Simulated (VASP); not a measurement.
Write the native input for VASP 6.6.1 that does the following.

| Property | Result |
| --- | --- |
| Task | single point |
| Functional | r2SCAN |
| Potentials or basis | VASP PAW PBE potentials, release 64 (As) |
| Cutoff | 550 eV |
| k mesh | 16 × 16 × 16 |
| Occupations | gaussian, width 0.1 eV |
| Spin | no spin polarisation |
| Dipole correction | no |
| Further INCAR settings | ALGO = Normal; EDIFF = 1e-06; NBANDS = 8 |

The system is As.

```
As
1.0
     0.00000    2.12088    2.12088
     2.12088    0.00000    2.12088
     2.12088    2.12088    0.00000
As
1
Cartesian
  0.0000 0.0000 0.0000
```

These files were run (other wordings do the same):

POSCAR

```
As
1.0
    0.0000000000      2.1208788425      2.1208788425
    2.1208788425      0.0000000000      2.1208788425
    2.1208788425      2.1208788425      0.0000000000
As
1
Direct
    0.0000000000      0.0000000000      0.0000000000
```

INCAR.step1

```
ALGO = Normal ; EDIFF = 1E-5
ENCUT = 550 ; GGA = PE
GGA_COMPAT = F ; ISMEAR = 0
LASPH = T ; LCHARG = F
LREAL = F ; LWAVE = T
NBANDS = 8 ; NELM = 120
PREC = Accurate ; SIGMA = 0.1
```

INCAR.step2

```
ALGO = Normal ; EDIFF = 1E-6
ENCUT = 550 ; GGA_COMPAT = F
ISIF = 2 ; ISMEAR = 0
ISTART = 1 ; LASPH = T
LCHARG = T ; LELF = T
LMIXTAU = T ; LREAL = F
LVHAR = T ; LWAVE = F
METAGGA = R2SCAN ; NBANDS = 8
NELM = 120 ; PREC = Accurate
SIGMA = 0.1
```

KPOINTS

```
k-points
0
Gamma
  16 16 16
```

Potentials or basis: VASP PAW PBE potentials, release 64 (As).

The run is started by

```console
$ cat potpaw_PBE.64/As/POTCAR > POTCAR
$ cp INCAR.step1 INCAR
$ mpirun -np 1 vasp_std > vasp.out
$ cp INCAR.step2 INCAR
$ mpirun -np 1 vasp_std > vasp.out
```

It gave:

The pressure is -0.1 GPa.

Caveat: the PAW data sets were made with another functional, which shifts forces and pressure a little.

Run time: 39 s on 1 thread of Intel(R) Xeon(R) Platinum 8488C (Sapphire Rapids), with other jobs on the host, peak memory 0.15 GiB.
